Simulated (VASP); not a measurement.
# P in VASP: a series of runs, part 2 of 2

VASP 6.6.1. Earlier steps stand in the parts before.

## Step 4: Single point, r2SCAN (uniaxial y strain +2.0%)

POSCAR

```
P
1.0
    4.6275012813      0.0000000000      0.0000000000
    0.0000000000      3.3577049027      0.0000000000
    0.0000000000      0.0000000000     27.8195791164
P
4
Direct
    0.0921367055      0.0000000000      0.3788405319
    0.4078632945      0.5000000000      0.3788405319
    0.5921367055      0.5000000000      0.3041316986
    0.9078632945      0.0000000000      0.3041316986
```

INCAR.step1

```
ALGO = Normal
DIPOL = 0.5 0.5 0.341
EDIFF = 1E-4
ENCUT = 520
GGA = PE
IDIPOL = 3
ISMEAR = 0
LASPH = T
LCHARG = F
LDIPOL = T
LREAL = F
LWAVE = T
NBANDS = 18
NELM = 100
PREC = Accurate
SIGMA = 0.01
```

INCAR.step2

```
ALGO = Normal
DIPOL = 0.5 0.5 0.341
EDIFF = 1E-7
ENCUT = 520
IDIPOL = 3
ISIF = 2
ISMEAR = 0
ISTART = 1
LASPH = T
LCHARG = T
LDIPOL = T
LELF = T
LMIXTAU = T
LREAL = F
LVACPOTAV = T
LVHAR = T
LWAVE = F
METAGGA = R2SCAN
NBANDS = 18
NELM = 100
PREC = Accurate
SIGMA = 0.01
```

KPOINTS

```
k-points
0
Gamma
  6 8 1
```

Potentials or basis: VASP PAW PBE potentials, release 64 (P).

On the command line:

```bash
$ cat potpaw_PBE.64/P/POTCAR > POTCAR
$ cp INCAR.step1 INCAR
$ mpirun -np 1 vasp_std > vasp.out
$ cp INCAR.step2 INCAR
$ mpirun -np 1 vasp_std > vasp.out
```

OUTCAR:

```text
EDIFF = 1E-7
   ENCUT = 520
   ISIF = 2
   ISMEAR = 0
   ISTART = 1
   LASPH = T
   LREAL = F
   METAGGA = R2SCAN
   NELM = 100
   PREC = Accurate

 ion  position               nearest neighbor table
   1  0.092  0.000  0.379-   2 2.23   2 2.23   4 2.25
   2  0.408  0.500  0.379-   1 2.23   1 2.23   3 2.25
   3  0.592  0.500  0.304-   4 2.23   4 2.23   2 2.25
   4  0.908  0.000  0.304-   3 2.23   3 2.23   1 2.25

  LATTYP: Found a simple orthorhombic cell.
 ALAT       =     3.3577049027
 B/A-ratio  =     1.3781739061
 C/A-ratio  =     8.2852960348

  Lattice vectors:

 A1 = (   0.0000000000,  -3.3577049027,   0.0000000000)
 A2 = (   4.6275012813,   0.0000000000,   0.0000000000)
 A3 = (   0.0000000000,   0.0000000000,  27.8195791164)

Analysis of symmetry for initial positions (statically):
=====================================================================
 Subroutine PRICEL returns:
 Original cell was already a primitive cell.

 Routine SETGRP: Setting up the symmetry group for a
 simple orthorhombic supercell.

 Subroutine GETGRP returns: Found  8 space group operations
 (whereof  2 operations were pure point group operations)
 out of a pool of  8 trial point group operations.

The static configuration has the point symmetry C_1h.
 The point group associated with its full space group is D_2h.

Analysis of symmetry for dynamics (positions and initial velocities):
=====================================================================
 Subroutine PRICEL returns:
 Original cell was already a primitive cell.

 Routine SETGRP: Setting up the symmetry group for a
 simple orthorhombic supercell.

 Subroutine GETGRP returns: Found  8 space group operations
 (whereof  2 operations were pure point group operations)
 out of a pool of  8 trial point group operations.

The dynamic configuration has the point symmetry C_1h.
 The point group associated with its full space group is D_2h.

 Subroutine INISYM returns: Found  8 space group operations
 (whereof  2 operations are pure point group operations),
 and found     1 'primitive' translations

----------------------------------------------------------------------------------------

                                     Primitive cell

  volume of cell :     432.2546

  direct lattice vectors                    reciprocal lattice vectors
     4.627501281  0.000000000  0.000000000     0.216099346  0.000000000  0.000000000
     0.000000000  3.357704903  0.000000000     0.000000000  0.297822480  0.000000000
     0.000000000  0.000000000 27.819579116     0.000000000  0.000000000  0.035945907

  length of vectors
     4.627501281  3.357704903 27.819579116     0.216099346  0.297822480  0.035945907

  position of ions in fractional coordinates (direct lattice)
     0.092136706  0.000000000  0.378840532
     0.407863294  0.500000000  0.378840532
     0.592136706  0.500000000  0.304131699
     0.907863294  0.000000000  0.304131699

  ion indices of the primitive-cell ions
   primitive index   ion index
                 1           1
                 2           2
                 3           3
                 4           4

[... 33 lines left out ...]
  0.166667  0.125000  0.000000      4.000000
[... 12 lines left out ...]
  0.333333  0.500000  0.000000      2.000000
  0.500000  0.500000  0.000000      1.000000
   k-points           NKPTS =     20   k-points in BZ     NKDIM =     20   number of bands    NBANDS=     18
   number of dos      NEDOS =    301   number of ions     NIONS =      4
   total plane-waves  NPLWV = 211680
   dimension x,y,z NGX =    36 NGY =   28 NGZ =  210
   dimension x,y,z NGXF=    72 NGYF=   56 NGZF=  420
   ions per type =               4
   NGX,Y,Z   is equivalent  to a cutoff of  12.93, 13.86, 12.55 a.u.
   NGXF,Y,Z  is equivalent  to a cutoff of  25.87, 27.73, 25.10 a.u.
 SYSTEM =  unknown system
   PREC   = accura    normal or accurate (medium, high low for compatibility)
   ISTART =      1    job   : 0-new  1-cont  2-samecut
   ICHARG =      0    charge: 1-file 2-atom 10-const
   ISPIN  =      1    spin polarized calculation?
   LNONCOLLINEAR =      F non collinear calculations
   LSORBIT =      F    spin-orbit coupling
   LASPH  =      T    aspherical Exc in radial PAW
   ENCUT  =  520.0 eV  38.22 Ry    6.18 a.u.   8.60  6.24 51.73*2*pi/ulx,y,z
   NELM   =    100;   NELMIN=  2; NELMDL=  0     # of ELM steps
   EDIFF  = 0.1E-06   stopping-criterion for ELM
   LREAL  =      F    real-space projection
   EDIFFG = 0.1E-05   stopping-criterion for IOM
   NSW    =      0    number of steps for IOM
   IBRION =     -1    ionic relax: 0-MD 1-quasi-New 2-CG
   NFREE  =      0    steps in history (QN), initial steepest desc. (CG)
   ISIF   =      2    stress and relaxation
   ISYM   =      2    0-nonsym 1-usesym 2-fastsym
   POTIM  = 0.5000    time-step for ionic-motion
   TEBEG  =    0.0;   TEEND  =   0.0 temperature during run
   PSTRESS=    0.0 pullay stress
   NELECT =      20.0000    total number of electrons
   NUPDOWN=      -1.0000    fix difference up-down
   EMIN   =  10.00;   EMAX   =-10.00  energy-range for DOS
   EFERMI =   0.00;   METHOD = LEGACY
   ISMEAR =     0;   SIGMA  =   0.01  broadening in eV -4-tet -1-fermi 0-gaus
   EFERMI_NEDOS =   21; number of points for ismear=-14 and -15
   IALGO  =     38    algorithm
   IMIX   =      4    mixing-type and parameters
     AMIX     =   0.40;   BMIX     =  1.00
     AMIX_MAG =   1.60;   BMIX_MAG =  1.00
  volume/ion in A,a.u.               =     108.06       729.25
  Fermi-wavevector in a.u.,A,eV,Ry     =   0.587722  1.110633  4.699679  0.345417
  Thomas-Fermi vector in A             =   1.634706
   LORBIT       =      0    0 simple, 1 ext, 2 COOP (PROOUT), +10 PAW based schemes
   METAGGA = R2SCAN    functional components
   LHFCALC =     F    Hartree Fock is set to
   AEXX    =    0.0000 exact exchange contribution
   IVDW    =     0    specifies the selected vdW correction
   LEPSILON=     F    determine dielectric tensor
   LRPA    =     F    only Hartree local field effects (RPA)
 non-spin polarized calculation
 Gauss-broadening in eV      SIGMA  =   0.01
  energy-cutoff  :      520.00
  volume of cell :      432.25
 maximum number of plane-waves:     11695
 NGX is ok and might be reduce to    36
   NGX = 17   NGY = 13   NGZ =103

 dipolmoment           0.000000      0.000000      0.000002 electrons x Angstroem

 number of electron      19.9999999 magnetization

 dipolmoment           0.000000      0.000000     -0.000000 electrons x Angstroem

 Free energy of the ion-electron system (eV)
  ---------------------------------------------------
  ext. energy  EPLUGINS =         0.00000000
  ---------------------------------------------------
  free energy    TOTEN  =       -35.76300077 eV

  energy without entropy =      -35.76300077  energy(sigma->0) =      -35.76300077

 E-fermi :  -3.1425     XC(G=0):  -2.1431

 val. band max:       -3.2517776429   @ k =   0.0000   0.0000   0.0000
 cond. band min:      -2.0166255555   @ k =   0.0000   0.0000   0.0000
 fundamental gap:      1.2351520874
 Fermi energy:        -3.1425283648

 k-point     1 :       0.0000    0.0000    0.0000
  band No.  band energies     occupation
      1     -18.9581      2.00000
      2     -16.3152      2.00000
      3     -12.9427      2.00000
      4      -9.1726      2.00000
      5      -8.0250      2.00000
      6      -7.8665      2.00000
[... 397 lines left out ...]
      5      -8.4624      2.00000
      6      -8.4624      2.00000
[... 10 lines left out ...]
     17       3.6892      0.00000
     18       3.6892      0.00000

------------------------ aborting loop because EDIFF is reached ----------------------------------------

 vacuum level on the upper side and lower side of the slab       (xc-potential included)        -0.014        -0.015

  FORCE on cell =-STRESS in cart. coord.  units (eV):
  Direction    XX          YY          ZZ          XY          YZ          ZX
  --------------------------------------------------------------------------------------
  -------------------------------------------------------------------------------------
  Total       -0.6558298     -2.4296541     -0.2682293      0.0000000      0.0000000     -0.0000000
  in kB       -2.4308722     -9.0056570     -0.9942077      0.0000000      0.0000000     -0.0000000
  external PRESSURE =      -4.1435789 kB  Pullay stress =       0.0000000 kB

 VOLUME and BASIS-vectors are now :
 -----------------------------------------------------------------------------
  energy-cutoff  :      520.00
  volume of cell :      432.25
      direct lattice vectors                 reciprocal lattice vectors
     4.627501281  0.000000000  0.000000000     0.216099346  0.000000000  0.000000000
     0.000000000  3.357704903  0.000000000     0.000000000  0.297822480  0.000000000
     0.000000000  0.000000000 27.819579116     0.000000000  0.000000000  0.035945907

 POSITION                                       TOTAL-FORCE (eV/Angst)
 -----------------------------------------------------------------------------------
      0.42636      0.00000     10.53918         0.068294      0.000000     -0.060219
      1.88739      1.67885     10.53918        -0.068294     -0.000000     -0.060219
      2.74011      1.67885      8.46082         0.068294     -0.000000      0.060219
      4.20114      0.00000      8.46082        -0.068294     -0.000000      0.060219
 -----------------------------------------------------------------------------------
    total drift:                                0.000000     -0.000000     -0.000023

  FREE ENERGIE OF THE ION-ELECTRON SYSTEM (eV)
  ---------------------------------------------------
  free  energy   TOTEN  =       -35.7630007723 eV

  energy  without entropy=      -35.7630007723  energy(sigma->0) =      -35.76300077

 vacuum level on the upper side and lower side of the slab         1.972         1.972
```

Run time: 7.6 min. Hardware: 1 thread of Intel Xeon 6975P-C (Granite Rapids), shared host; peak memory 0.56 GiB.

Results:

| Property | Result |
| --- | --- |
| Free energy | -35.7630 eV |
| Largest force | 0.091 eV/Å |
| Band gap on the k mesh | 1.24 eV |
| Ionisation potential of the upper face | 5.22 eV |

Forces on the atoms (eV/Å):
```
P    0.068  0.000 -0.060
P   -0.068  0.000 -0.060
P    0.068  0.000  0.060
P   -0.068  0.000  0.060
```

Caveat: the cell differs from its parent crystal (uniaxial y strain +2.0%); the PAW data sets were made with another functional, which shifts forces and pressure a little.

## Step 5: Summary

| cell | gap on the mesh (eV) | largest force (eV/Å) |
| --- | --- | --- |
| a = 4.628, b = 3.292, c = 27.820 Å, 4 atoms | 1.12 | 0.10 |
| a = 4.628, b = 3.325, c = 27.820 Å, 4 atoms | 1.18 | 0.09 |
| a = 4.628, b = 3.358, c = 27.820 Å, 4 atoms | 1.24 | 0.09 |

Alike in all rows: task single point; level r2SCAN; potentials or basis VASP PAW PBE potentials, release 64 (P); no spin polarisation; k mesh 6 × 8 × 1; cutoff (eV) 520; smearing gaussian 0.01 eV.

Caveats: the PAW data sets were made with another functional, which shifts forces and pressure a little.

Total energies depend on the potentials used, so only differences within one code and one set of settings carry meaning.
